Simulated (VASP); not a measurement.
Set up this calculation in VASP 6.6.1, as the native input.

```yaml
Task: single point
Functional: PBE
Potentials_or_basis: VASP PAW PBE potentials, release 64 (W_sv, C)
Cutoff: 520 eV
k_mesh: 2 × 2 × 2
Occupations: fermi-dirac, width 0.17 eV
Spin: no spin polarisation
Dipole_correction: no
Further_INCAR_settings: LREAL = Auto; ALGO = Normal; EDIFF = 1e-07; NBANDS = 86
```

The structure of WC lies in POSCAR:

```
WC
1.0
   -2.8477700000     -4.9324820000      0.0000000000
    4.2716550000     -2.4662410000      0.0000000000
    0.0000000000      0.0000000000      5.5945400000
W C
8 8
Direct
    0.7387449752      0.5092583034     -0.0142639073
    0.7391844645      0.5359111029      0.4778408949
    0.5058727440      0.0305289693     -0.0244345380
    0.4795348539      0.0401027169      0.4767505461
    0.2353086367      0.5223513782     -0.0156402492
    0.2316784238      0.5228809126      0.4888158812
   -0.0003164554      0.0295433053     -0.0093662750
   -0.0160876662      0.0266608672      0.4715490460
    0.4953299758      0.6924683396      0.2532290412
    0.5130202091      0.6958107715      0.7405792076
    0.2213243202      0.1803237292      0.2586807852
    0.2671466698      0.2069156502      0.7299974618
    0.0136580563      0.6830362009      0.2403772249
   -0.0267179512      0.6751512985      0.7460309516
    0.7405218729      0.1998138834      0.2391438796
    0.7570127762      0.2018651492      0.7149470734
```

These files were run (other wordings do the same):

INCAR

```
SYSTEM = WC
ALGO = Normal
EDIFF = 1E-7
ENCUT = 520
GGA = PE
ISIF = 2
ISMEAR = -1
LASPH = .TRUE.
LCHARG = .FALSE.
LREAL = Auto
LWAVE = .FALSE.
NBANDS = 86
NELM = 100
PREC = Accurate
SIGMA = 0.17
```

KPOINTS

```
k-points
0
G
  2 2 2
  0 0 0
```

Potentials or basis: VASP PAW PBE potentials, release 64 (W_sv, C).

The run is started by

```sh
$ cat potpaw_PBE.64/W_sv/POTCAR potpaw_PBE.64/C/POTCAR > POTCAR
$ mpirun -np 1 vasp_std > vasp.out
```

Results of the run:

| Item | Value |
| --- | --- |
| Pressure | 39.1 GPa |
| Largest force | 4.831 eV/Å |
| Band gap on the k mesh | zero (bands 72 and 73 overlap by 0.22 eV) |

Caveat: the k points lie up to 0.64 Å⁻¹ apart; the atoms stand as in a frame of molecular dynamics; spin-orbit coupling is left out, which moves the levels of the heavy elements; forces of over 1 eV/Å act on the atoms, so gaps and moduli don't describe the material at rest.

Run time: 5.4 min on 1 thread of Intel Xeon 8259CL (shared host), peak memory 0.29 GiB.
